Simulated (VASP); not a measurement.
Set up this calculation in VASP 6.6.1, as the native input.

```
Task                   : single point
Functional             : r2SCAN
Potentials or basis    : VASP PAW PBE potentials, release 64 (Nb_sv, O, Li_sv)
Cutoff                 : 520 eV
k mesh                 : 6 × 6 × 6
Occupations            : fermi-dirac, width 0.1 eV
Spin                   : no spin polarisation
Dipole correction      : no
Further INCAR settings : ALGO = Normal; EDIFF = 1e-06; NBANDS = 45
```

Crystal: LiNbO3.

```xyz
10
Lattice="2.5976 1.4997 4.6648 -2.5976 1.4997 4.6648 0.0000 -2.9994 4.6648" Properties=species:S:1:pos:R:3 pbc="T T T"
Nb    0.0000    0.0000    0.0008
Nb    0.0000    0.0000    6.9980
O    -0.6420   -1.4567    5.5572
O     1.5825    0.1724    5.5572
O    -0.9405    1.2843    5.5572
O    -1.6570   -0.2154    7.8896
O     0.6420    1.5427    7.8896
O     1.0151   -1.3273    7.8896
Li    0.0000    0.0000    3.9226
Li    0.0000    0.0000   10.9198
```

These files were run (other wordings do the same):

POSCAR

```
LiNbO3
1.0
    2.5975661800      1.4997042400      4.6648062200
   -2.5975661800      1.4997042400      4.6648062200
    0.0000000000     -2.9994084800      4.6648062200
Nb O Li
2 6 2
Direct
    0.0000600000      0.0000600000      0.0000600000
    0.5000600000      0.5000600000      0.5000600000
    0.1116500000      0.3587900000      0.7208700000
    0.7208700000      0.1116500000      0.3587900000
    0.3587900000      0.7208700000      0.1116500000
    0.2208700000      0.8587900000      0.6116500000
    0.8587900000      0.6116500000      0.2208700000
    0.6116500000      0.2208700000      0.8587900000
    0.2803000000      0.2803000000      0.2803000000
    0.7803000000      0.7803000000      0.7803000000
```

INCAR.step1

```
PREC = Accurate ; ENCUT = 520
ISMEAR = -1 ; SIGMA = 0.1
LREAL = False ; LASPH = True
NELM = 80 ; NBANDS = 45
GGA = PE ; ALGO = Normal
EDIFF = 1E-4 ; LWAVE = True
LCHARG = False
```

INCAR.step2

```
PREC = Accurate ; ENCUT = 520
EDIFF = 1E-6 ; ISMEAR = -1
SIGMA = 0.1 ; LREAL = False
LASPH = True ; NELM = 80
ALGO = Normal ; ISIF = 2
LWAVE = False ; LCHARG = False
METAGGA = R2SCAN ; LMIXTAU = True
NBANDS = 45 ; ISTART = 1
```

KPOINTS

```
Automatic mesh
0
Gamma
  6 6 6
```

Potentials or basis: VASP PAW PBE potentials, release 64 (Nb_sv, O, Li_sv).

Launch:

```console
$ cat potpaw_PBE.64/Nb_sv/POTCAR potpaw_PBE.64/O/POTCAR potpaw_PBE.64/Li_sv/POTCAR > POTCAR
$ cp INCAR.step1 INCAR
$ mpirun -np 1 vasp_std > vasp.out
$ cp INCAR.step2 INCAR
$ mpirun -np 1 vasp_std > vasp.out
```

Results of the run:

The largest force is 0.239 eV/Å and the band gap on the k mesh is 3.88 eV (least direct gap 3.88 eV).

Caveat: the PAW data sets were made with another functional, which shifts forces and pressure a little.

Wall time 21 min on 1 thread of Intel Xeon 8259CL, with other jobs on the host, peak memory 0.37 GiB.
